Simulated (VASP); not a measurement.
Wanted: the native input for a VASP 6.6.1 run.

```yaml
Task: single point
Functional: LDA
Potentials_or_basis: VASP PAW LDA potentials, release 64 (Na_pv, H)
Cutoff: 520 eV
k_mesh: 12 × 12 × 12
Occupations: gaussian, width 0.05 eV
Spin: no spin polarisation
Dipole_correction: no
Further_INCAR_settings: ALGO = Normal; EDIFF = 1e-07; NBANDS = 11
```

The structure of NaH lies in POSCAR:

```
NaH
1.0
    2.9551240000      0.0000000000      0.0000000000
    0.0000000000      2.9551240000      0.0000000000
    0.0000000000      0.0000000000      2.9551240000
Na H
1 1
Direct
    0.0000000000      0.0000000000      0.0000000000
    0.5000000000      0.5000000000      0.5000000000
```

These files were run (other wordings do the same):

INCAR

```
  PREC = Accurate
  ENCUT = 520
  EDIFF = 1E-7
  ISMEAR = 0
  SIGMA = 0.05
  LREAL = False
  LASPH = True
  NELM = 100
  ALGO = Normal
  ISIF = 2
  LWAVE = False
  LCHARG = False
  GGA = CA
  NBANDS = 11
```

KPOINTS

```
regular mesh
0
Gamma
  12 12 12
```

Potentials or basis: VASP PAW LDA potentials, release 64 (Na_pv, H).

Command:

```console
$ cat potpaw_LDA.64/Na_pv/POTCAR potpaw_LDA.64/H/POTCAR > POTCAR
$ mpirun -np 1 vasp_std > vasp.out
```

Results of the run:

```yaml
Pressure: -2.1 GPa
Band_gap_on_the_k_mesh: 0.58 eV (least direct gap 4.15 eV)
```

Run time: 18 s on 1 thread of Intel Xeon 8259CL, on a shared host, peak memory 0.14 GiB.
